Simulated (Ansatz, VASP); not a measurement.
**Ca in VASP and in Ansatz**

File INCAR:

```
PREC     = Accurate       # precision mode
ENCUT    = 520            # plane-wave cutoff, eV
EDIFF    = 1E-6           # SCF threshold, eV
ISMEAR   = 0              # smearing method
SIGMA    = 0.1            # smearing width, eV
LREAL    = False          # projectors in reciprocal space
LASPH    = True           # aspherical terms in the spheres
NELM     = 100            # most SCF steps
ALGO     = Fast           # electronic algorithm
ISIF     = 2              # what is computed and relaxed
LWAVE    = False          # write WAVECAR
LCHARG   = False          # write CHGCAR
GGA      = PE             # functional
NBANDS   = 22             # bands
```

Contents of KPOINTS:

```
regular mesh
0
Gamma
  1 1 5
```

The input POSCAR:

```
Ca
1.0
   -3.7227727908      3.7277646150      3.3301431152
    3.7227727908     -3.7277646150      3.3301431152
    3.7227727908      3.7277646150     -3.3301431152
Ca
3
Direct
    0.8295774700      0.3291701200      0.1587475900
    0.6704225300      0.8291701200      0.4995926500
    0.3295774700      0.1708298800      0.5004073500
```

Input for Ansatz:

```yaml
crystal:
  lattice:
    - [-3.7227727908, 3.727764615, 3.3301431152]
    - [3.7227727908, -3.727764615, 3.3301431152]
    - [3.7227727908, 3.727764615, -3.3301431152]
  atoms:
    - { symbol: Ca, position: [0.82957747, 0.32917012, 0.15874759] }
    - { symbol: Ca, position: [0.67042253, 0.82917012, 0.49959265] }
    - { symbol: Ca, position: [0.32957747, 0.17082988, 0.50040735] }
basis:
  ecutwfc: 420
kpoints:
  mp_grid: { grid: [1, 1, 5] }
hamiltonian:
  xc: pbe
scf:
  occupations: { method: gaussian, width: 0.1 }
output:
  forces: true
  stress: true
  eigenvalues: true
```

Alike in both runs: task single point; functional PBE; k mesh 1 × 1 × 5; occupations gaussian, width 0.1 eV; no spin polarisation.

|  | VASP | Ansatz |
| --- | --- | --- |
| version | VASP 6.6.1 | Ansatz 0.2.0 |
| potentials or method | VASP PAW PBE potentials, release 64 (Ca_sv), cutoff 520 eV | scalar-relativistic, plane waves, PAW |
| valence electrons in the cell | 30 | 30 |

```csv
,VASP,Ansatz,Ansatz less VASP
gap on the k mesh at the Fermi level (eV),none,none,-
pressure (GPa),-1.9,-1.9,+0.01
"traceless stress, the component that is largest in VASP (GPa)",2.80,2.80,+0.003
rms of the force components (eV/Å),0.175,0.175,-0.0001
```

Atom by atom the forces differ by 0.000 eV/Å (rms over components). A gap of «none» marks a metal or a gap that the smearing closes.

The k mesh is coarse, so the values compare programs but aren't converged.
